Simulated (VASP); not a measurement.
# CdGa7As8 (a cell with a defect) in VASP: single point with LDA

Aim: the single point of CdGa7As8 (a cell with a defect) with LDA.

Everything below comes from runs of VASP 6.6.1. Logs are shortened: lines on timing, memory, paths and dates and some standing lists are left out, and cuts for length are marked.

### Step 1. The cell of the first run

The cell holds a defect, 16 atoms: a = 7.924 Å, b = 7.924 Å, c = 7.924 Å, α = 60.00°, β = 60.00°, γ = 60.00°.

### Step 2. Single point, LDA

Input file INCAR:

```
PREC = Accurate
ENCUT = 520
EDIFF = 1E-6
ISMEAR = 0
SIGMA = 0.02
LREAL = Auto
LASPH = True
NELM = 60
ALGO = Normal
ISIF = 2
LWAVE = False
LCHARG = False
GGA = CA
NELECT = 144.0
NBANDS = 86
```

Input file KPOINTS:

```
Automatic mesh
0
Gamma
  3 3 3
```

Input file POSCAR:

```
CdGa7As8
1.0
    0.0000000000      5.6033815718     -5.6033815718
    5.6033815718      5.6033815718      0.0000000000
    5.6033815718      0.0000000000     -5.6033815718
Cd Ga As
1 7 8
Direct
    0.4973094790      0.0001967398      0.5026993651
    0.5020973908      0.4964107513      0.5057748261
   -0.0057034223      0.0040397437      0.5057385608
   -0.0055844246      0.4966799331      0.5057216135
    0.5021394499      0.0041167789     -0.0017836341
    0.5021659496      0.4963211233     -0.0016846754
   -0.0057742919      0.0040410933     -0.0014338633
   -0.0017212904      0.5002843870      0.0020184733
    0.1239228229      0.1235026635      0.1275766272
    0.1239501366      0.6258564363      0.1275614001
    0.6259284000      0.1280131412      0.1188361727
    0.6215109393      0.6259028106      0.1275806009
    0.1136511266      0.1284052761      0.6302904481
    0.1238961136      0.6258637935      0.6252192731
    0.6260003746      0.1281082489      0.6299116831
    0.6261283422      0.6164275612      0.6300156291
```

Potentials or basis: VASP PAW LDA potentials, release 64 (Cd, Ga_d, As).

On the command line:

```
$ cat potpaw_LDA.64/Cd/POTCAR potpaw_LDA.64/Ga_d/POTCAR potpaw_LDA.64/As/POTCAR > POTCAR
$ mpirun -np 1 vasp_std > vasp.out
```

OUTCAR:

```text
PREC = Accurate
   ENCUT = 520
   EDIFF = 1E-6
   ISMEAR = 0
   LREAL = Auto
   LASPH = True
   NELM = 60
   ISIF = 2
   GGA = CA
   NELECT = 144.0

 ion  position               nearest neighbor table
   1  0.497  0.000  0.503-  13 2.48  16 2.48  15 2.48  11 2.48
   2  0.502  0.496  0.506-  16 2.38  15 2.38  12 2.45  14 2.45
   3  0.994  0.004  0.506-  13 2.38  15 2.38   9 2.45  14 2.45
   4  0.994  0.497  0.506-  13 2.38  16 2.38  10 2.45  14 2.45
   5  0.502  0.004  0.998-  11 2.38  15 2.38  12 2.45   9 2.45
   6  0.502  0.496  0.998-  16 2.38  11 2.38  12 2.45  10 2.45
[... 8 lines left out ...]
  15  0.626  0.128  0.630-   3 2.38   2 2.38   5 2.38   1 2.48
  16  0.626  0.616  0.630-   2 2.38   4 2.38   6 2.38   1 2.48

  LATTYP: Found a face centered cubic cell.
 ALAT       =    11.2067631436

  Lattice vectors:

 A1 = (   0.0000000000,   5.6033815718,  -5.6033815718)
 A2 = (   5.6033815718,   5.6033815718,   0.0000000000)
 A3 = (   5.6033815718,   0.0000000000,  -5.6033815718)

Analysis of symmetry for initial positions (statically):
[... 5 lines left out ...]
 face centered cubic supercell.

 Subroutine GETGRP returns: Found  1 space group operations
 (whereof  1 operations were pure point group operations)
 out of a pool of 48 trial point group operations.

The static configuration has the point symmetry C_1 .

Analysis of symmetry for dynamics (positions and initial velocities):
[... 5 lines left out ...]
 face centered cubic supercell.

 Subroutine GETGRP returns: Found  1 space group operations
 (whereof  1 operations were pure point group operations)
 out of a pool of 48 trial point group operations.

The dynamic configuration has the point symmetry C_1 .

 Subroutine INISYM returns: Found  1 space group operations
 (whereof  1 operations are pure point group operations),
 and found     1 'primitive' translations

----------------------------------------------------------------------------------------

                                     Primitive cell

  volume of cell :     351.8687

  direct lattice vectors                    reciprocal lattice vectors
     0.000000000  5.603381572 -5.603381572    -0.089231831  0.089231831 -0.089231831
     5.603381572  5.603381572  0.000000000     0.089231831  0.089231831  0.089231831
     5.603381572  0.000000000 -5.603381572     0.089231831 -0.089231831 -0.089231831

  length of vectors
     7.924378214  7.924378214  7.924378214     0.154554066  0.154554066  0.154554066

  position of ions in fractional coordinates (direct lattice)
     0.497309479  0.000196740  0.502699365
     0.502097391  0.496410751  0.505774826
     0.994296578  0.004039744  0.505738561
     0.994415575  0.496679933  0.505721614
     0.502139450  0.004116779  0.998216366
     0.502165950  0.496321123  0.998315325
[... 8 lines left out ...]
     0.626000375  0.128108249  0.629911683
     0.626128342  0.616427561  0.630015629

  ion indices of the primitive-cell ions
   primitive index   ion index
                 1           1
                 2           2
                 3           3
                 4           4
                 5           5
                 6           6
[... 8 lines left out ...]
                15          15
                16          16

----------------------------------------------------------------------------------------

 KPOINTS: Automatic mesh

Automatic generation of k-mesh.
 Grid dimensions read from file:
 generate k-points for:    3    3    3

 Generating k-lattice:

  Cartesian coordinates                     Fractional coordinates (reciprocal lattice)
    -0.029743944  0.029743944 -0.029743944     0.333333333  0.000000000  0.000000000
     0.029743944  0.029743944  0.029743944     0.000000000  0.333333333  0.000000000
     0.029743944 -0.029743944 -0.029743944     0.000000000  0.000000000  0.333333333

  Length of vectors
     0.051518022  0.051518022  0.051518022

  Shift w.r.t. Gamma in fractional coordinates (k-lattice)
     0.000000000  0.000000000  0.000000000

 Subroutine IBZKPT returns following result:
 ===========================================

 Found     14 irreducible k-points:

 Following reciprocal coordinates:
            Coordinates               Weight
  0.000000  0.000000  0.000000      1.000000
  0.333333  0.000000  0.000000      2.000000
  0.000000  0.333333  0.000000      2.000000
  0.000000  0.000000  0.333333      2.000000
  0.333333  0.333333  0.333333      2.000000
  0.333333  0.333333  0.000000      2.000000
  0.000000  0.333333  0.333333      2.000000
  0.333333  0.000000  0.333333      2.000000
 -0.333333  0.333333  0.000000      2.000000
  0.000000 -0.333333  0.333333      2.000000
  0.333333  0.000000 -0.333333      2.000000
  0.333333  0.333333 -0.333333      2.000000
 -0.333333  0.333333 -0.333333      2.000000
  0.333333 -0.333333 -0.333333      2.000000
   k-points           NKPTS =     14   k-points in BZ     NKDIM =     14   number of bands    NBANDS=     86
   number of dos      NEDOS =    301   number of ions     NIONS =     16
   total plane-waves  NPLWV = 216000
   dimension x,y,z NGX =    60 NGY =   60 NGZ =   60
   dimension x,y,z NGXF=   120 NGYF=  120 NGZF=  120
   ions per type =               1   7   8
   NGX,Y,Z   is equivalent  to a cutoff of  12.59, 12.59, 12.59 a.u.
   NGXF,Y,Z  is equivalent  to a cutoff of  25.17, 25.17, 25.17 a.u.
 SYSTEM =  unknown system
   PREC   = accura    normal or accurate (medium, high low for compatibility)
   ISTART =      0    job   : 0-new  1-cont  2-samecut
   ICHARG =      2    charge: 1-file 2-atom 10-const
   ISPIN  =      1    spin polarized calculation?
   LNONCOLLINEAR =      F non collinear calculations
   LSORBIT =      F    spin-orbit coupling
   LASPH  =      T    aspherical Exc in radial PAW
   ENCUT  =  520.0 eV  38.22 Ry    6.18 a.u.  14.73 14.73 14.73*2*pi/ulx,y,z
   NELM   =     60;   NELMIN=  2; NELMDL= -5     # of ELM steps
   EDIFF  = 0.1E-05   stopping-criterion for ELM
   LREAL  =      T    real-space projection
   EDIFFG = 0.1E-04   stopping-criterion for IOM
   NSW    =      0    number of steps for IOM
   IBRION =     -1    ionic relax: 0-MD 1-quasi-New 2-CG
   NFREE  =      0    steps in history (QN), initial steepest desc. (CG)
   ISIF   =      2    stress and relaxation
   ISYM   =      2    0-nonsym 1-usesym 2-fastsym
   POTIM  = 0.5000    time-step for ionic-motion
   TEBEG  =    0.0;   TEEND  =   0.0 temperature during run
   PSTRESS=    0.0 pullay stress
   NELECT =     144.0000    total number of electrons
   NUPDOWN=      -1.0000    fix difference up-down
   EMIN   =  10.00;   EMAX   =-10.00  energy-range for DOS
   EFERMI =   0.00;   METHOD = LEGACY
   ISMEAR =     0;   SIGMA  =   0.02  broadening in eV -4-tet -1-fermi 0-gaus
   EFERMI_NEDOS =   21; number of points for ismear=-14 and -15
   IALGO  =     38    algorithm
   IMIX   =      4    mixing-type and parameters
     AMIX     =   0.40;   BMIX     =  1.00
     AMIX_MAG =   1.60;   BMIX_MAG =  1.00
  volume/ion in A,a.u.               =      21.99       148.41
  Fermi-wavevector in a.u.,A,eV,Ry     =   1.215445  2.296859 20.099990  1.477308
  Thomas-Fermi vector in A             =   2.350832
   LORBIT       =      0    0 simple, 1 ext, 2 COOP (PROOUT), +10 PAW based schemes
   GGA     = CA    functional components
   LHFCALC =     F    Hartree Fock is set to
   AEXX    =    0.0000 exact exchange contribution
   IVDW    =     0    specifies the selected vdW correction
   LEPSILON=     F    determine dielectric tensor
   LRPA    =     F    only Hartree local field effects (RPA)
 non-spin polarized calculation
 Gauss-broadening in eV      SIGMA  =   0.02
  energy-cutoff  :      520.00
  volume of cell :      351.87
 maximum number of plane-waves:      9491
   NGX = 29   NGY = 29   NGZ = 29

 number of electron     143.9999989 magnetization

 Free energy of the ion-electron system (eV)
  ---------------------------------------------------
  ext. energy  EPLUGINS =         0.00000000
  ---------------------------------------------------
  free energy    TOTEN  =       -69.57885953 eV

  energy without entropy =      -69.57885953  energy(sigma->0) =      -69.57885953

 E-fermi :   4.3880     XC(G=0): -10.1227

 val. band max:        4.3058372155   @ k =   0.0000   0.0000   0.0000
 cond. band min:       4.4690280054   @ k =   0.0000   0.0000   0.0000
 fundamental gap:      0.1631907899
 Fermi energy:         4.3880164525

 k-point     1 :       0.0000    0.0000    0.0000
  band No.  band energies     occupation
      1     -11.2540      2.00000
      2     -11.2540      2.00000
      3     -11.2539      2.00000
      4     -11.1669      2.00000
      5     -11.1599      2.00000
      6     -11.1595      2.00000
[... 76 lines left out ...]
     83       6.8007      0.00000
     84       7.7131      0.00000

 k-point     2 :       0.3333    0.0000    0.0000
  band No.  band energies     occupation
      1     -11.2505      2.00000
      2     -11.2505      2.00000
      3     -11.2476      2.00000
      4     -11.1666      2.00000
      5     -11.1563      2.00000
      6     -11.1563      2.00000
[... 1033 lines left out ...]
     83       7.8390      0.00000
     84       8.1655      0.00000

 k-point    14 :       0.3333   -0.3333   -0.3333
  band No.  band energies     occupation
      1     -11.2477      2.00000
      2     -11.2471      2.00000
      3     -11.2445      2.00000
      4     -11.1635      2.00000
      5     -11.1611      2.00000
      6     -11.1541      2.00000
[... 76 lines left out ...]
     83       7.8399      0.00000
     84       8.1652      0.00000
 [bands above 84 left out]

------------------------ aborting loop because EDIFF is reached ----------------------------------------

  FORCE on cell =-STRESS in cart. coord.  units (eV):
  Direction    XX          YY          ZZ          XY          YZ          ZX
  --------------------------------------------------------------------------------------
  -------------------------------------------------------------------------------------
  Total       14.3850145     14.3786871     14.3767358     -0.0073964     -0.0142248      0.0157454
  in kB       65.4998490     65.4710381     65.4621531     -0.0336783     -0.0647704      0.0716939
  external PRESSURE =      65.4776801 kB  Pullay stress =       0.0000000 kB

 VOLUME and BASIS-vectors are now :
 -----------------------------------------------------------------------------
  energy-cutoff  :      520.00
  volume of cell :      351.87
      direct lattice vectors                 reciprocal lattice vectors
     0.000000000  5.603381572 -5.603381572    -0.089231831  0.089231831 -0.089231831
     5.603381572  5.603381572  0.000000000     0.089231831  0.089231831  0.089231831
     5.603381572  0.000000000 -5.603381572     0.089231831 -0.089231831 -0.089231831

 POSITION                                       TOTAL-FORCE (eV/Angst)
 -----------------------------------------------------------------------------------
      2.81792      2.78772     -5.60343        -0.000413      0.001475      0.000160
      5.61563      5.59502     -5.64749         0.000927     -0.000073      0.008726
      2.85648      5.59406     -8.40527        -0.006361     -0.000532     -0.000418
      5.61684      8.35518     -8.40584         0.000758      0.006799      0.000094
      5.61646      2.83675     -8.40707         0.000294     -0.008798      0.000718
      8.37502      5.59490     -8.40777         0.008825      0.000201      0.002124
[... 8 lines left out ...]
      4.24747      4.22556     -7.03735         0.022132      0.023317     -0.020366
      6.98430      6.96251     -7.03865        -0.021217     -0.021879     -0.018090
 -----------------------------------------------------------------------------------
    total drift:                               -0.008697     -0.000009     -0.014121

  FREE ENERGIE OF THE ION-ELECTRON SYSTEM (eV)
  ---------------------------------------------------
  free  energy   TOTEN  =       -69.5788595251 eV

  energy  without entropy=      -69.5788595251  energy(sigma->0) =      -69.57885953
```

Run time: 14 min. Hardware: 1 thread of Intel Xeon 6975P-C, shared host; peak memory 0.55 GiB.

Results:

```yaml
Free_energy: -69.5789 eV
Largest_force: 0.038 eV/Å
```

Forces on the atoms (eV/Å):
```
Cd   0.000  0.001  0.000
Ga   0.001  0.000  0.009
Ga  -0.006 -0.001  0.000
Ga   0.001  0.007  0.000
Ga   0.000 -0.009  0.001
Ga   0.009  0.000  0.002
Ga  -0.001  0.000 -0.007
Ga   0.000  0.000  0.001
As  -0.002 -0.002 -0.001
As   0.002  0.002 -0.002
As  -0.020  0.021  0.020
As   0.006 -0.005  0.004
As   0.017 -0.019  0.015
As  -0.008  0.003 -0.003
As   0.022  0.023 -0.020
As  -0.021 -0.022 -0.018
```

Caveat: the cell carries a net charge on a neutralising background, which shifts energy and pressure; the cell is charged against a uniform background, so pressure and absolute levels hang on convention.
